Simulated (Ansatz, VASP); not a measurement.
# One calculation of HRh6, two programs

```xyz
14
Lattice="5.4166 0.0000 0.0000 -2.7083 4.6909 0.0000 0.0000 0.0000 22.2966" Properties=species:S:1:pos:R:3 pbc="T T T"
Rh    1.3541    0.7818    4.0000
Rh    0.0000    3.1273    4.0000
Rh    4.0624    0.7818    4.0000
Rh    2.7083    3.1273    4.0000
Rh    0.0000    1.5636    6.1489
Rh   -1.3541    3.9091    6.1489
Rh    2.7083    1.5636    6.1489
Rh    1.3541    3.9091    6.1489
Rh    0.0000    0.0000    8.2966
Rh   -1.3541    2.3455    8.2966
Rh    2.7083    0.0000    8.2966
Rh    1.3541    2.3455    8.2966
H     0.0000    2.0205    9.3866
H     0.0000    2.6705    9.3866
```

Alike in both runs: task single point; functional PBE; k mesh 6 × 6 × 1; occupations gaussian, width 0.1 eV; no spin polarisation.

|  | VASP | Ansatz |
| --- | --- | --- |
| version | VASP 6.6.1 | Ansatz 0.2.0 |
| potentials or method | VASP PAW PBE potentials, release 64 (Rh_pv, H), cutoff 520 eV | scalar-relativistic, plane waves, PAW |
| valence electrons in the cell | 182 | 206 |

|  | VASP | Ansatz | Ansatz less VASP |
| --- | --- | --- | --- |
| gap on the k mesh at the Fermi level (eV) | none | none | - |
| rms of the force components (eV/Å) | 2.018 | 2.003 | -0.0150 |
| work function, face that differs most (eV) | 4.64 | 4.64 | +0.002 |

Atom by atom the forces differ by 0.016 eV/Å (rms over components). A gap of «none» marks a metal or a gap that the smearing closes. The functional is the same, so the differences come from potentials, cutoffs and numerics. VASP's potentials hold 182 valence electrons a cell and Ansatz's 206, so a difference there can come from the potentials and not from the codes.
